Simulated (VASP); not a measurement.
# SiC (P6_3mc) in VASP: a series of runs

Runs on SiC. Level: PBE. Tasks: single point, relaxation of shape and atoms at fixed volume.

Everything below comes from runs of VASP 6.6.1. Logs are shortened: lines on timing, memory, paths and dates and some standing lists are left out, and cuts for length are marked.

### Step 1. The cell of the first run

The structure is hexagonal, space group P6_3mc (No. 186). The conventional cell has a = 3.076 Å, b = 3.076 Å, c = 5.047 Å, α = 90.00°, β = 90.00°, γ = 120.00°. Si (site symmetry 3m) has 4 C at 1.88 to 1.90 Å within 2.5 Å. Within 2.5 Å of C (site symmetry 3m) lie 4 Si at 1.88 to 1.90 Å.

### Step 2. Single point, PBE

Contents of INCAR:

```
  PREC = Accurate
  ENCUT = 600
  EDIFF = 1E-6
  ISMEAR = 0
  SIGMA = 0.05
  LREAL = False
  LASPH = True
  NELM = 120
  ALGO = Normal
  ISIF = 2
  LWAVE = False
  LCHARG = False
  GGA = PE
  NBANDS = 16
  GGA_COMPAT = False
```

Contents of KPOINTS:

```
Automatic mesh
0
Gamma
  14 14 8
```

Contents of POSCAR:

```
SiC
1.0
    3.0761925635      0.0000000000      0.0000000000
   -1.5380962818      2.6640609069      0.0000000000
    0.0000000000      0.0000000000      5.0473680302
Si C
2 2
Direct
    0.3333333333      0.6666666667      0.0045848965
    0.6666666667      0.3333333333      0.5045848965
    0.3333333333      0.6666666667      0.3804151035
    0.6666666667      0.3333333333      0.8804151035
```

Potentials or basis: VASP PAW PBE potentials, release 64 (Si, C).

Launch:

```console
$ cat potpaw_PBE.64/Si/POTCAR potpaw_PBE.64/C/POTCAR > POTCAR
$ mpirun -np 1 vasp_std > vasp.out
```

OUTCAR:

```text
PREC = Accurate
   ENCUT = 600
   EDIFF = 1E-6
   ISMEAR = 0
   LREAL = False
   LASPH = True
   NELM = 120
   ISIF = 2
   GGA = PE

 ion  position               nearest neighbor table
   1  0.333  0.667  0.005-   4 1.88   4 1.88   4 1.88   3 1.90   2 3.09   2 3.09   2 3.09   2 3.09
                             2 3.09   2 3.09
   2  0.667  0.333  0.505-   3 1.88   3 1.88   3 1.88   4 1.90   1 3.09   1 3.09   1 3.09   1 3.09
                             1 3.09   1 3.09
   3  0.333  0.667  0.380-   2 1.88   2 1.88   2 1.88   1 1.90
   4  0.667  0.333  0.880-   1 1.88   1 1.88   1 1.88   2 1.90

  LATTYP: Found a hexagonal cell.
 ALAT       =     3.0761925635
 C/A-ratio  =     1.6407841596

  Lattice vectors:

 A1 = (   3.0761925635,   0.0000000000,   0.0000000000)
 A2 = (  -1.5380962818,   2.6640609069,   0.0000000000)
 A3 = (   0.0000000000,   0.0000000000,   5.0473680302)

Analysis of symmetry for initial positions (statically):
=====================================================================
 Subroutine PRICEL returns:
 Original cell was already a primitive cell.

 Routine SETGRP: Setting up the symmetry group for a
 hexagonal supercell.

 Subroutine GETGRP returns: Found 12 space group operations
 (whereof  6 operations were pure point group operations)
 out of a pool of 24 trial point group operations.

The static configuration has the point symmetry C_3v.
 The point group associated with its full space group is C_6v.

Analysis of symmetry for dynamics (positions and initial velocities):
=====================================================================
 Subroutine PRICEL returns:
 Original cell was already a primitive cell.

 Routine SETGRP: Setting up the symmetry group for a
 hexagonal supercell.

 Subroutine GETGRP returns: Found 12 space group operations
 (whereof  6 operations were pure point group operations)
 out of a pool of 24 trial point group operations.

The dynamic configuration has the point symmetry C_3v.
 The point group associated with its full space group is C_6v.

 Subroutine INISYM returns: Found 12 space group operations
 (whereof  6 operations are pure point group operations),
 and found     1 'primitive' translations

----------------------------------------------------------------------------------------

                                     Primitive cell

  volume of cell :      41.3640

  direct lattice vectors                    reciprocal lattice vectors
     3.076192563  0.000000000  0.000000000     0.325077179  0.187683397  0.000000000
    -1.538096282  2.664060907  0.000000000     0.000000000  0.375366793  0.000000000
     0.000000000  0.000000000  5.047368030     0.000000000  0.000000000  0.198123060

  length of vectors
     3.076192563  3.076192564  5.047368030     0.375366793  0.375366793  0.198123060

  position of ions in fractional coordinates (direct lattice)
     0.333333333  0.666666667  0.004584896
     0.666666667  0.333333333  0.504584896
     0.333333333  0.666666667  0.380415103
     0.666666667  0.333333333  0.880415103

  ion indices of the primitive-cell ions
   primitive index   ion index
                 1           1
                 2           2
                 3           3
                 4           4

----------------------------------------------------------------------------------------

 KPOINTS: Automatic mesh

Automatic generation of k-mesh.
 Grid dimensions read from file:
 generate k-points for:   14   14    8

 Generating k-lattice:

  Cartesian coordinates                     Fractional coordinates (reciprocal lattice)
     0.023219798  0.013405957  0.000000000     0.071428571  0.000000000  0.000000000
     0.000000000  0.026811914  0.000000000     0.000000000  0.071428571  0.000000000
     0.000000000  0.000000000  0.024765383     0.000000000  0.000000000  0.125000000

  Length of vectors
     0.026811914  0.026811914  0.024765383

  Shift w.r.t. Gamma in fractional coordinates (k-lattice)
     0.000000000  0.000000000  0.000000000

 Subroutine IBZKPT returns following result:
 ===========================================

 Found    120 irreducible k-points:

 Following reciprocal coordinates:
            Coordinates               Weight
  0.000000  0.000000  0.000000      1.000000
  0.071429  0.000000  0.000000      6.000000
  0.142857  0.000000  0.000000      6.000000
  0.214286  0.000000  0.000000      6.000000
  0.285714  0.000000  0.000000      6.000000
  0.357143  0.000000  0.000000      6.000000
[... 16 lines left out ...]
  0.285714  0.285714  0.000000      6.000000
  0.357143  0.285714  0.000000      6.000000
 [... further k-points ...]
   k-points           NKPTS =    120   k-points in BZ     NKDIM =    120   number of bands    NBANDS=     16
   number of dos      NEDOS =    301   number of ions     NIONS =      4
   total plane-waves  NPLWV =  31360
   dimension x,y,z NGX =    28 NGY =   28 NGZ =   40
   dimension x,y,z NGXF=    56 NGYF=   56 NGZF=   80
   ions per type =               2   2
   NGX,Y,Z   is equivalent  to a cutoff of  15.13, 15.13, 13.17 a.u.
   NGXF,Y,Z  is equivalent  to a cutoff of  30.26, 30.26, 26.35 a.u.
 SYSTEM =  unknown system
   PREC   = accura    normal or accurate (medium, high low for compatibility)
   ISTART =      0    job   : 0-new  1-cont  2-samecut
   ICHARG =      2    charge: 1-file 2-atom 10-const
   ISPIN  =      1    spin polarized calculation?
   LNONCOLLINEAR =      F non collinear calculations
   LSORBIT =      F    spin-orbit coupling
   LASPH  =      T    aspherical Exc in radial PAW
   ENCUT  =  600.0 eV  44.10 Ry    6.64 a.u.   6.14  6.14 10.08*2*pi/ulx,y,z
   NELM   =    120;   NELMIN=  2; NELMDL= -5     # of ELM steps
   EDIFF  = 0.1E-05   stopping-criterion for ELM
   LREAL  =      F    real-space projection
   EDIFFG = 0.1E-04   stopping-criterion for IOM
   NSW    =      0    number of steps for IOM
   IBRION =     -1    ionic relax: 0-MD 1-quasi-New 2-CG
   NFREE  =      0    steps in history (QN), initial steepest desc. (CG)
   ISIF   =      2    stress and relaxation
   ISYM   =      2    0-nonsym 1-usesym 2-fastsym
   POTIM  = 0.5000    time-step for ionic-motion
   TEBEG  =    0.0;   TEEND  =   0.0 temperature during run
   PSTRESS=    0.0 pullay stress
   NELECT =      16.0000    total number of electrons
   NUPDOWN=      -1.0000    fix difference up-down
   EMIN   =  10.00;   EMAX   =-10.00  energy-range for DOS
   EFERMI =   0.00;   METHOD = LEGACY
   ISMEAR =     0;   SIGMA  =   0.05  broadening in eV -4-tet -1-fermi 0-gaus
   EFERMI_NEDOS =   21; number of points for ismear=-14 and -15
   IALGO  =     38    algorithm
   IMIX   =      4    mixing-type and parameters
     AMIX     =   0.40;   BMIX     =  1.00
     AMIX_MAG =   1.60;   BMIX_MAG =  1.00
  volume/ion in A,a.u.               =      10.34        69.78
  Fermi-wavevector in a.u.,A,eV,Ry     =   1.192817  2.254098 19.358549  1.422813
  Thomas-Fermi vector in A             =   2.328847
   LORBIT       =      0    0 simple, 1 ext, 2 COOP (PROOUT), +10 PAW based schemes
   GGA     = PE    functional components
   LHFCALC =     F    Hartree Fock is set to
   AEXX    =    0.0000 exact exchange contribution
   IVDW    =     0    specifies the selected vdW correction
   LEPSILON=     F    determine dielectric tensor
   LRPA    =     F    only Hartree local field effects (RPA)
 non-spin polarized calculation
 Gauss-broadening in eV      SIGMA  =   0.05
  energy-cutoff  :      600.00
  volume of cell :       41.36
 maximum number of plane-waves:      1397
 NGX is ok and might be reduce to    28
   NGX = 13   NGY = 13   NGZ = 21

 number of electron      16.0000000 magnetization

 Free energy of the ion-electron system (eV)
  ---------------------------------------------------
  ext. energy  EPLUGINS =         0.00000000
  ---------------------------------------------------
  free energy    TOTEN  =       -30.10633333 eV

  energy without entropy =      -30.10633333  energy(sigma->0) =      -30.10633333

 E-fermi :   8.5329     XC(G=0): -11.3502

 val. band max:        8.2584985471   @ k =   0.0000   0.0000   0.0000
 cond. band min:      10.6189479986   @ k =   0.3571   0.2857   0.0000
 fundamental gap:      2.3604494515
 Fermi energy:         8.5329137392

 k-point     1 :       0.0000    0.0000    0.0000
  band No.  band energies     occupation
      1      -7.3101      2.00000
      2      -3.7419      2.00000
      3      -0.4378      2.00000
      4       6.9407      2.00000
      5       6.9407      2.00000
      6       8.1486      2.00000
[... 8 lines left out ...]
     15      17.2151      0.00000
     16      19.5965      0.00000

 k-point     2 :       0.0714    0.0000    0.0000
  band No.  band energies     occupation
      1      -7.2215      2.00000
      2      -3.6661      2.00000
      3      -0.3561      2.00000
      4       6.4243      2.00000
      5       6.7824      2.00000
      6       7.9108      2.00000
[... 8 lines left out ...]
     15      17.4415      0.00000
     16      18.8411      0.00000

 k-point     3 :       0.1429    0.0000    0.0000
  band No.  band energies     occupation
      1      -6.9574      2.00000
      2      -3.4438      2.00000
      3      -0.1155      2.00000
      4       5.2300      2.00000
      5       6.4016      2.00000
      6       7.0431      2.00000
[... 8 lines left out ...]
     15      17.9410      0.00000
     16      17.9779      0.00000

 k-point     4 :       0.2143    0.0000    0.0000
  band No.  band energies     occupation
      1      -6.5234      2.00000
      2      -3.0922      2.00000
      3       0.2640      2.00000
      4       3.8282      2.00000
      5       5.9062      2.00000
      6       5.9520      2.00000
[... 8 lines left out ...]
     15      18.0666      0.00000
     16      18.6124      0.00000
[... 324 lines left out ...]
 k-point    22 :       0.3571    0.2143    0.0000
  band No.  band energies     occupation
      1      -3.6170      2.00000
      2      -2.3532      2.00000
      3       1.0425      2.00000
      4       2.1700      2.00000
      5       2.6844      2.00000
      6       3.4592      2.00000
[... 8 lines left out ...]
     15      19.5532      0.00000
     16      19.9798      0.00000

 k-point    23 :       0.2857    0.2857    0.0000
  band No.  band energies     occupation
      1      -3.5934      2.00000
      2      -2.2706      2.00000
      3       1.3743      2.00000
      4       1.7409      2.00000
      5       2.7924      2.00000
      6       3.4435      2.00000
[... 8 lines left out ...]
     15      19.4766      0.00000
     16      20.2834      0.00000

 k-point    24 :       0.3571    0.2857    0.0000
  band No.  band energies     occupation
      1      -3.0976      2.00000
      2      -2.5865      2.00000
      3       1.4345      2.00000
      4       1.9473      2.00000
      5       2.2005      2.00000
      6       3.9080      2.00000
[... 8 lines left out ...]
     15      19.8027      0.00000
     16      19.9852      0.00000

 [... further k-points ...]

------------------------ aborting loop because EDIFF is reached ----------------------------------------

  FORCE on cell =-STRESS in cart. coord.  units (eV):
  Direction    XX          YY          ZZ          XY          YZ          ZX
  --------------------------------------------------------------------------------------
  -------------------------------------------------------------------------------------
  Total        0.8273496      0.8273496      0.8407930     -0.0000000     -0.0000000      0.0000000
  in kB       32.0462338     32.0462338     32.5669451     -0.0000000     -0.0000000      0.0000000
  external PRESSURE =      32.2198042 kB  Pullay stress =       0.0000000 kB

 VOLUME and BASIS-vectors are now :
 -----------------------------------------------------------------------------
  energy-cutoff  :      600.00
  volume of cell :       41.36
      direct lattice vectors                 reciprocal lattice vectors
     3.076192563  0.000000000  0.000000000     0.325077179  0.187683397  0.000000000
    -1.538096282  2.664060907  0.000000000     0.000000000  0.375366793  0.000000000
     0.000000000  0.000000000  5.047368030     0.000000000  0.000000000  0.198123060

 POSITION                                       TOTAL-FORCE (eV/Angst)
 -----------------------------------------------------------------------------------
     -0.00000      1.77604      0.02314        -0.000000      0.000000      0.000003
      1.53810      0.88802      2.54683         0.000000     -0.000000      0.000003
     -0.00000      1.77604      1.92010        -0.000000     -0.000000     -0.000003
      1.53810      0.88802      4.44378         0.000000      0.000000     -0.000003
 -----------------------------------------------------------------------------------
    total drift:                               -0.000000      0.000000     -0.000214

  FREE ENERGIE OF THE ION-ELECTRON SYSTEM (eV)
  ---------------------------------------------------
  free  energy   TOTEN  =       -30.1063333315 eV

  energy  without entropy=      -30.1063333315  energy(sigma->0) =      -30.10633333
```

It took 3 min on 1 thread of Intel Xeon 8259CL, shared host; peak memory 0.23 GiB.

Results:

```yaml
Free_energy: -30.1063 eV
Pressure: 3.2 GPa
Band_gap_on_the_k_mesh: 2.36 eV (least direct gap 3.97 eV)
```

Caveat: the cell stands under pressure.

(Continued in part 2 of 2.)
